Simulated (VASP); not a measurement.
A run of VASP 6.6.1:

POSCAR

```
MgO2
1.0
    1.5245229652      0.8801837444      3.3192799312
   -1.5245229652      0.8801837444      3.3192799312
    0.0000000000     -1.7603674887      3.3192799312
Mg O
1 2
Direct
    0.0000000000      0.0000000000      0.0000000000
    0.4287860000      0.4287860000      0.4287860000
    0.5712140000      0.5712140000      0.5712140000
```

INCAR.step1

```
PREC = Accurate ; ENCUT = 520
ISMEAR = 0 ; SIGMA = 0.05
LREAL = False ; LASPH = True
NELM = 100 ; NBANDS = 14
GGA = PE ; ALGO = Normal
EDIFF = 1E-4 ; LWAVE = True
LCHARG = False
```

The input INCAR.step2:

```
PREC = Accurate ; ENCUT = 520
EDIFF = 1E-6 ; ISMEAR = 0
SIGMA = 0.05 ; LREAL = False
LASPH = True ; NELM = 100
ALGO = Normal ; ISIF = 2
LWAVE = False ; LCHARG = False
METAGGA = R2SCAN ; LMIXTAU = True
NBANDS = 14 ; ISTART = 1
```

The input KPOINTS:

```
Automatic mesh
0
Gamma
  12 12 12
```

Potentials or basis: VASP PAW PBE potentials, release 64 (Mg, O).

Run with:

```console
$ cat potpaw_PBE.64/Mg/POTCAR potpaw_PBE.64/O/POTCAR > POTCAR
$ cp INCAR.step1 INCAR
$ mpirun -np 1 vasp_std > vasp.out
$ cp INCAR.step2 INCAR
$ mpirun -np 1 vasp_std > vasp.out
```

Hardware: 1 thread of AMD EPYC 9R45 (Zen 5), on a shared host.

How long does it take, and how much memory?

Wall time 2 min on 1 thread of AMD EPYC 9R45 (Zen 5), on a shared host, peak memory 0.18 GiB. Counts: k points 189.
